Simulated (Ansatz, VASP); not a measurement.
**One calculation of CoO, two programs**

File INCAR:

```
ALGO     = Normal         # electronic algorithm
EDIFF    = 1E-6           # SCF threshold, eV
ENCUT    = 600            # plane-wave cutoff, eV
GGA      = PE             # functional
GGA_COMPAT= False        
ISIF     = 2              # what is computed and relaxed
ISMEAR   = 0              # smearing method
ISPIN    = 2              # spin polarisation
LASPH    = True           # aspherical terms in the spheres
LCHARG   = False          # write CHGCAR
LDAU     = True           # DFT+U
LDAUJ    = 0 0          
LDAUL    = 2 -1           # shell
LDAUPRINT= 1            
LDAUTYPE = 2            
LDAUU    = 4.3 0          # U, eV
LMAXMIX  = 4              # l up to which the mixer works
LORBIT   = 11             # projections on sites
LREAL    = False          # projectors in reciprocal space
LWAVE    = False          # write WAVECAR
MAGMOM   = 2.87 0         # initial moments
NBANDS   = 22             # bands
NELM     = 200            # most SCF steps
PREC     = Accurate       # precision mode
SIGMA    = 0.05           # smearing width, eV
```

Contents of KPOINTS:

```
k-points
0
Gamma
  10 10 10
```

The input POSCAR:

```
CoO
1.0
   -1.5080004431      1.5080004431      2.1072503604
    1.5080004431     -1.5080004431      2.1072503604
    1.5080004431      1.5080004431     -2.1072503604
Co O
1 1
Direct
    0.0000000000      0.0000000000      0.0000000000
    0.5000000000      0.5000000000      0.0000000000
```

Input for Ansatz:

```yaml
crystal:
  lattice:
    - [-1.5080004431, 1.5080004431, 2.1072503604]
    - [1.5080004431, -1.5080004431, 2.1072503604]
    - [1.5080004431, 1.5080004431, -2.1072503604]
  atoms:
    - { symbol: Co, position: [0.0, 0.0, 0.0], spin: 2.87 }
    - { symbol: O, position: [0.5, 0.5, 0.0] }
basis:
  ecutwfc: 420
  ecutrho_ratio: 4
kpoints:
  mp_grid: { grid: [10, 10, 10] }
hamiltonian:
  xc: pbe
  hubbard: { sites: [{ species: Co, l: d, u_eff: 4.3 }] }
scf:
  occupations: { method: gaussian, width: 0.05 }
  lower_state_search: "off"
output:
  forces: true
  stress: true
  eigenvalues: true
  populations: true
  hubbard: { sites: [{ species: Co, l: d }] }
  eigenstates:
    nscf_kmesh: { grid: [28, 28, 28] }
    de_dk: true
    e_range: [-2.5, 3.987200252818]
  write_density: true
  write_potential: true
  elf: true
  volumetric_format: npy
magnetization:
  spin_polarized: true
checkpoint:
  read: start.run
  write: ck
  compress: false
  write_wavefunctions: false
  write_every: 100000
```

Alike in both runs: task single point; functional PBE; k mesh 10 × 10 × 10; occupations gaussian, width 0.05 eV; collinear spin; Hubbard terms Co d U = 4.3 eV.

```csv
,VASP,Ansatz
version,VASP 6.6.1,Ansatz 0.2.0
potentials or method,"VASP PAW PBE potentials, release 64 (Co_sv, O), cutoff 600 eV","scalar-relativistic, plane waves, PAW"
valence electrons in the cell,23,23
```

VASP gave:

| Property | Result |
| --- | --- |
| pressure (GPa) | 0.3 |
| traceless stress, the component that is largest in VASP (GPa) | -4.92 |
| net moment per atom (μB) | 1.50 |
| size of the moment on the site where the two differ most (μB) | 2.73 |

**Question.** Estimate Ansatz's values.

**Answer.** Pressure (GPa): 11.8; traceless stress, the component that is largest in VASP (GPa): 1.62; net moment per atom (μB): 1.50; size of the moment on the site where the two differ most (μB): 2.61.

Site moments also hang on the region over which each program counts them. The programs project onto different local orbitals, so the same U acts differently, and such runs can settle in different states.
